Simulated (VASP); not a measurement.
Wanted: the native input for a VASP 6.6.1 run.

- Task: density of states
- Functional: LDA
- Potentials or basis: VASP PAW LDA potentials, release 64 (Ag)
- Cutoff: 520 eV
- k mesh: 6 × 6 × 6
- Occupations: fermi-dirac, width 0.05 eV
- Spin: no spin polarisation
- Dipole correction: no
- k mesh for the DOS: 9 × 9 × 9
- Occupations for the DOS: tetrahedron
- Further INCAR settings: ALGO = Normal; EDIFF = 1e-06

Ag:

```
CELL_PARAMETERS angstrom
0.00000 2.04275 2.04275
2.04275 0.00000 2.04275
2.04275 2.04275 0.00000
ATOMIC_POSITIONS crystal
Ag 0.00000 0.00000 0.00000
```

These files were run (other wordings do the same):

POSCAR

```
Ag
1.0
    0.0000000000      2.0427500000      2.0427500000
    2.0427500000      0.0000000000      2.0427500000
    2.0427500000      2.0427500000      0.0000000000
Ag
1
Direct
    0.0000000000      0.0000000000      0.0000000000
```

INCAR.step1

```
PREC = Accurate
ENCUT = 520
EDIFF = 1E-6
ISMEAR = -1
SIGMA = 0.05
LREAL = F
LASPH = T
NELM = 60
ALGO = Normal
ISIF = 2
LWAVE = F
LCHARG = T
LMAXMIX = 4
GGA = CA
NBANDS = 12
```

KPOINTS.step1

```
regular mesh
0
Gamma
  6 6 6
```

INCAR.step2

```
PREC = Accurate
ENCUT = 520
EDIFF = 1E-6
ISMEAR = -5
SIGMA = 0.05
LREAL = F
LASPH = T
NELM = 60
ALGO = Normal
ISIF = 2
LWAVE = F
LCHARG = F
LMAXMIX = 4
GGA = CA
LORBIT = 10
NEDOS = 2001
ICHARG = 11
```

KPOINTS.step2

```
regular mesh
0
Gamma
  9 9 9
```

Potentials or basis: VASP PAW LDA potentials, release 64 (Ag).

Run with:

```sh
$ cat potpaw_LDA.64/Ag/POTCAR > POTCAR
$ cp INCAR.step1 INCAR
$ cp KPOINTS.step1 KPOINTS
$ mpirun -np 1 vasp_std > vasp.out
$ cp INCAR.step2 INCAR
$ cp KPOINTS.step2 KPOINTS
$ mpirun -np 1 vasp_std > vasp.out
```

Results of the run:

The valence electrons inside the program's atomic spheres are Ag 9.87.

Caveat: the k points lie up to 0.44 Å⁻¹ apart.

It took 4.3 s on 1 thread of Intel(R) Xeon(R) Platinum 8488C (Sapphire Rapids) (shared host), peak memory 0.13 GiB.
